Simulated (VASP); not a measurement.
# AgCl (I4/mmm) in VASP: further runs, part 2 of 2

VASP 6.6.1. Earlier steps stand in the parts before.

**3. Single point, PBE**

This run uses another cell than the first one, of the same volume but with other edges.

The input, INCAR:

```
PREC     = Accurate       # precision mode
ENCUT    = 520            # plane-wave cutoff, eV
EDIFF    = 1E-7           # SCF threshold, eV
ISMEAR   = 0              # smearing method
SIGMA    = 0.05           # smearing width, eV
LREAL    = F              # projectors in reciprocal space
LASPH    = T              # aspherical terms in the spheres
NELM     = 60             # most SCF steps
ALGO     = Normal         # electronic algorithm
ISIF     = 2              # what is computed and relaxed
LWAVE    = F              # write WAVECAR
LCHARG   = T              # write CHGCAR
GGA      = PE             # functional
LELF     = T              # ELF
LVHAR    = T            
NBANDS   = 16             # bands
```

The input, KPOINTS:

```
regular mesh
0
Gamma
  10 10 10
```

The input, POSCAR:

```
AgCl
1.0
    0.0000000000      2.4225696658      3.6338544987
    2.4225696658      0.0000000000      3.6338544987
    2.4225696658      2.4225696658      0.0000000000
Ag Cl
1 1
Direct
    0.5000000000      0.5000000000      0.5000000000
    0.0000000000      0.0000000000      0.0000000000
```

Potentials or basis: VASP PAW PBE potentials, release 64 (Ag, Cl).

Run with:

```bash
> cat potpaw_PBE.64/Ag/POTCAR potpaw_PBE.64/Cl/POTCAR > POTCAR
> mpirun -np 1 vasp_std > vasp.out
```

It took 24 s on 1 thread of Intel Xeon 6975P-C (Granite Rapids), shared host; peak memory 0.22 GiB.

Results (log left out):

* Free energy: -4.7341 eV
* Pressure: 17.0 GPa
* Band gap on the k mesh: 0.10 eV (least direct gap 2.38 eV)

Stress tensor (GPa, compression positive):
```
25.45  0.00  0.00
 0.00 25.45  0.00
 0.00  0.00  0.23
```

Levels at points of the mesh, in eV from the valence-band top:
```
           k point  band 7  band 8  band 9  band 10  band 11  band 12
(0.00, 0.00, 0.00)   -4.50   -4.22   -4.22     0.10     7.53     8.44
(0.50, 0.00, 0.00)   -3.32   -2.48    0.00     2.38     5.23     6.17
(0.50, 0.50, 0.00)   -4.09   -4.09   -3.94     1.69     4.59     8.31
(0.50, 0.00, 0.50)   -4.20   -3.73   -3.34     1.06     6.43     7.17
```

Caveat: the stress differs along the axes, from 0 to 25 GPa; semilocal functionals underestimate gaps, and a narrow one can read as zero. A k mesh can miss the band edges.

**4. Single point, PBE**

This run uses another cell than the first one, of the same volume but with other edges.

The input, INCAR:

```
SYSTEM = AgCl
PREC = Accurate
ENCUT = 520
EDIFF = 1E-6
ISMEAR = 0
SIGMA = 0.05
LREAL = .FALSE.
LASPH = .TRUE.
NELM = 60
ALGO = Normal
ISIF = 2
LWAVE = .FALSE.
LCHARG = .FALSE.
GGA = PE
NBANDS = 16
```

The input, KPOINTS:

```
Automatic mesh
0
G
  10 10 10
  0 0 0
```

The input, POSCAR:

```
AgCl
1.0
    0.0000000000      2.8111430773      2.6986973542
    2.8111430773      0.0000000000      2.6986973542
    2.8111430773      2.8111430773      0.0000000000
Ag Cl
1 1
Direct
    0.5000000000      0.5000000000      0.5000000000
    0.0000000000      0.0000000000      0.0000000000
```

Potentials or basis: VASP PAW PBE potentials, release 64 (Ag, Cl).

Run with:

```bash
> cat potpaw_PBE.64/Ag/POTCAR potpaw_PBE.64/Cl/POTCAR > POTCAR
> mpirun -np 1 vasp_std > vasp.out
```

OUTCAR:

```text
SYSTEM = AgCl
   PREC = Accurate
   ENCUT = 520
   EDIFF = 1E-6
   ISMEAR = 0
   LREAL = .FALSE.
   LASPH = .TRUE.
   NELM = 60
   ISIF = 2
   GGA = PE

 ion  position               nearest neighbor table
   1  0.500  0.500  0.500-   2 2.70   2 2.70   2 2.81   2 2.81   2 2.81   2 2.81
   2  0.000  0.000  0.000-   1 2.70   1 2.70   1 2.81   1 2.81   1 2.81   1 2.81

  LATTYP: Found a body centered tetragonal cell.
 ALAT       =     3.9755566657
 C/A-ratio  =     1.3576450199

  Lattice vectors:

 A1 = (   0.0000000000,  -2.8111430773,  -2.6986973542)
 A2 = (   0.0000000000,   2.8111430773,  -2.6986973542)
 A3 = (   2.8111430773,   0.0000000000,   2.6986973542)

Analysis of symmetry for initial positions (statically):
=====================================================================
 Subroutine PRICEL returns:
 Original cell was already a primitive cell.

 Routine SETGRP: Setting up the symmetry group for a
 body centered tetragonal supercell.

 Subroutine GETGRP returns: Found 16 space group operations
 (whereof 16 operations were pure point group operations)
 out of a pool of 16 trial point group operations.

The static configuration has the point symmetry D_4h.

[... 161 lines left out ...]
 E-fermi :   4.1429     XC(G=0):  -9.9628

 val. band max:        3.9410005971   @ k =   0.5000  -0.0000   0.0000
 cond. band min:       4.7396204132   @ k =   0.0000   0.0000   0.0000
 fundamental gap:      0.7986198161
 Fermi energy:         4.1429474524

 k-point     1 :       0.0000    0.0000    0.0000
  band No.  band energies     occupation
      1     -11.3390      2.00000
      2       1.3395      2.00000
      3       1.3395      2.00000
      4       1.3924      2.00000
      5       1.4041      2.00000
      6       1.4185      2.00000
[... 433 lines left out ...]
      3       0.3878      2.00000
      4       0.4736      2.00000
      5       1.2692      2.00000
      6       1.7095      2.00000
[... 8 lines left out ...]
     15      18.6592      0.00000
     16      19.7592      0.00000

 [... further k-points ...]

------------------------ aborting loop because EDIFF is reached ----------------------------------------

  FORCE on cell =-STRESS in cart. coord.  units (eV):
  Direction    XX          YY          ZZ          XY          YZ          ZX
  --------------------------------------------------------------------------------------
  -------------------------------------------------------------------------------------
  Total        0.3402322      0.3402322      0.6144770      0.0000000     -0.0000000     -0.0000000
  in kB       12.7801503     12.7801503     23.0816124      0.0000000     -0.0000000     -0.0000000
  external PRESSURE =      16.2139710 kB  Pullay stress =       0.0000000 kB

 VOLUME and BASIS-vectors are now :
 -----------------------------------------------------------------------------
  energy-cutoff  :      520.00
  volume of cell :       42.65
      direct lattice vectors                 reciprocal lattice vectors
     0.000000000  2.811143077  2.698697354    -0.177863590  0.177863590  0.185274573
     2.811143077  0.000000000  2.698697354     0.177863590 -0.177863590  0.185274573
     2.811143077  2.811143077  0.000000000     0.177863590  0.177863590 -0.185274573

 POSITION                                       TOTAL-FORCE (eV/Angst)
 -----------------------------------------------------------------------------------
      2.81114      2.81114      2.69870         0.000000     -0.000000      0.000000
      0.00000      0.00000      0.00000        -0.000000      0.000000     -0.000000
 -----------------------------------------------------------------------------------
    total drift:                                0.000000      0.000000      0.000000

  FREE ENERGIE OF THE ION-ELECTRON SYSTEM (eV)
  ---------------------------------------------------
  free  energy   TOTEN  =        -5.3907747045 eV

  energy  without entropy=       -5.3907747045  energy(sigma->0) =       -5.39077470
```

stdout:

```text
POSCAR found type information on POSCAR AgCl
 POSCAR found :  2 types and       2 ions
 scaLAPACK will be used
 LDA part: xc-table for (Slater+PW92), standard interpolation
 POSCAR, INCAR and KPOINTS ok, starting setup
 FFT: planning ... GRIDC
 FFT: planning ... GRID_SOFT
 FFT: planning ... GRID
 WAVECAR not read
 entering main loop
```

It took 26 s on 1 thread of Intel Xeon 6975P-C (Granite Rapids), shared host; peak memory 0.21 GiB.

What came out:

```
Free energy            : -5.3908 eV
Pressure               : 1.6 GPa
Band gap on the k mesh : 0.80 eV (least direct gap 3.13 eV)
```

Caveat: semilocal functionals underestimate gaps, and a narrow one can read as zero. A k mesh can miss the band edges.

**5. Summary**

| cell | gap on the mesh (eV) | pressure (GPa) |
| --- | --- | --- |
| a = 3.818, b = 3.818, c = 4.527 Å, angles 53.6, 53.6, 72.7°, 2 atoms | 2.00 | 27.1 |
| a = 4.367, b = 4.367, c = 3.426 Å, angles 66.9, 66.9, 46.2°, 2 atoms | 0.10 | 17.0 |
| a = 3.897, b = 3.897, c = 3.976 Å, angles 59.3, 59.3, 61.3°, 2 atoms | 0.80 | 1.6 |

Alike in all rows: task single point; level PBE; potentials or basis VASP PAW PBE potentials, release 64 (Ag, Cl); no spin polarisation; k mesh 10 × 10 × 10; cutoff (eV) 520; smearing gaussian 0.05 eV.

Caveats: semilocal functionals underestimate gaps, and a narrow one can read as zero (at least some runs); the stress differs along the axes, from 5 to 72 GPa (at least some runs); the stress differs along the axes, from 0 to 25 GPa (at least some runs).

Absolute energies hang on the potentials; compare differences alone.
